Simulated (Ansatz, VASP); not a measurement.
**One calculation of Ge, two programs**

```
CELL_PARAMETERS angstrom
-2.56376 2.56211 1.39680
2.56376 -2.56211 1.39680
2.56376 2.56211 -1.39680
ATOMIC_POSITIONS crystal
Ge 0.12465 0.87465 0.25000
Ge 0.87535 0.12535 0.75000
```

Alike in both runs: functional PBEsol; k mesh 16 × 16 × 16; occupations gaussian, width 0.1 eV; no spin polarisation.

Ansatz relaxed the structure, and its values are those at the end. VASP's run is a single point on that final structure, the one shown.

|  | VASP | Ansatz |
| --- | --- | --- |
| version | VASP 6.6.1 | Ansatz 0.2.0 |
| potentials or method | VASP PAW PBE potentials, release 64 (Ge_d), cutoff 520 eV | scalar-relativistic, plane waves, PAW |
| valence electrons in the cell | 28 | 28 |

|  | VASP | Ansatz | Ansatz less VASP |
| --- | --- | --- | --- |
| gap on the k mesh at the Fermi level (eV) | none | none | - |
| pressure (GPa) | -0.1 | 0.0 | +0.07 |

VASP's potentials were made for PBE, not for PBEsol. A gap of «none» marks a metal or a gap that the smearing closes. With one functional, cell and mesh, what is left measures potentials, basis and numerics.
